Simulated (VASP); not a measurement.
Crystal: B3N2.

```
B N
1.0
     3.44772    0.00000    0.00000
    -1.72386    2.98581    0.00000
     0.00000    0.00000    4.40121
B N
3 2
Cartesian
  1.1579 0.0000 0.0000
  -0.5790 1.0028 0.0000
  1.1449 1.9830 0.0000
  0.0000 0.0000 3.3676
  0.0000 0.0000 1.0336
```

The cell was built from a structure type or drawn by symmetry, and may not be a known phase.

| Property | Result |
| --- | --- |
| Program | VASP 6.6.1 |
| Task | relaxation of cell and atoms |
| Functional | PBE |
| Potentials or basis | VASP PAW PBE potentials, release 64 (B, N) |
| Cutoff | 600 eV |
| k mesh | 12 × 12 × 8 |
| Occupations | gaussian, width 0.1 eV |
| Spin | no spin polarisation |

At the start: pressure -0.6 GPa; volume 9.06 Å³/atom.

Question: Where does the relaxation end?

Answer: Over 8 steps the energy falls by 2.5 meV/atom and the volume is 8.85 Å³/atom (-2.4 %); space group P-62m (No. 189, to 0.1 Å) before and after.

Step by step:
| step | energy change (eV) | largest force (eV/Å) | pressure (GPa) | volume (Å³) |
| --- | --- | --- | --- | --- |
| 1 | 0.0000 | 0.2215 | -0.62 | 45.31 |
| 2 | -0.0054 | 0.0579 | -1.32 | 45.08 |
| 3 | -0.0070 | 0.2435 | -1.91 | 44.87 |
| 4 | -0.0090 | 0.2021 | -1.50 | 44.72 |
| 5 | -0.0122 | 0.0794 | -0.18 | 44.25 |
| 6 | -0.0122 | 0.0624 | 0.02 | 44.19 |
| 7 | -0.0123 | 0.0364 | 0.04 | 44.21 |
| 8 | -0.0124 | 0.0055 | 0.07 | 44.24 |

Final structure:
```yaml
crystal:
  lattice:
    - [3.44399, 0.00000, 0.00000]
    - [-1.72200, 2.98258, 0.00000]
    - [0.00000, 0.00000, 4.30700]
  atoms:
    - { symbol: B, position: [0.33548, 0.00000, 0.00000] }
    - { symbol: B, position: [0.00000, 0.33548, 0.00000] }
    - { symbol: B, position: [0.66452, 0.66452, 0.00000] }
    - { symbol: N, position: [0.00000, 0.00000, 0.75899] }
    - { symbol: N, position: [0.00000, 0.00000, 0.24101] }
```
